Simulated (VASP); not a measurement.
A run of VASP 6.6.1 is set up as follows.

Contents of INCAR:

```
PREC = Accurate ; ENCUT = 520
EDIFF = 1E-6 ; ISMEAR = 0
SIGMA = 0.1 ; LREAL = False
LASPH = True ; NELM = 60
ALGO = Normal ; ISIF = 2
LWAVE = False ; LCHARG = False
GGA = PE ; NBANDS = 32
```

File KPOINTS:

```
regular mesh
0
Gamma
  12 12 12
```

POSCAR

```
Sc3BP2
1.0
   -1.8415921990      1.8415921990      7.7631012886
    1.8415921990     -1.8415921990      7.7631012886
    1.8415921990      1.8415921990     -7.7631012886
Sc B P
3 1 2
Direct
    0.8379626161      0.8379626161      0.0000000000
    0.1620373839      0.1620373839      0.0000000000
    0.5000000000      0.5000000000      0.0000000000
    0.0000000000      0.0000000000      0.0000000000
    0.3325942819      0.3325942819      0.0000000000
    0.6674057181      0.6674057181      0.0000000000
```

Potentials or basis: VASP PAW PBE potentials, release 64 (Sc_sv, B, P).

Command:

```console
$ cat potpaw_PBE.64/Sc_sv/POTCAR potpaw_PBE.64/B/POTCAR potpaw_PBE.64/P/POTCAR > POTCAR
$ mpirun -np 1 vasp_std > vasp.out
```

Problem. Predict the pressure.

Solution. 0.2 GPa.

Problem. Predict the largest force.

Solution. 0.005 eV/Å.

Problem. Estimate the band gap on the k mesh.

Solution. Zero (bands 23 and 24 overlap by 1.41 eV).

Forces in eV/Å, atoms in the order of the input:
```
Sc   0.000  0.000  0.002
Sc   0.000  0.000 -0.002
Sc   0.000  0.000  0.000
B    0.000  0.000  0.000
P    0.000  0.000 -0.005
P    0.000  0.000  0.005
```
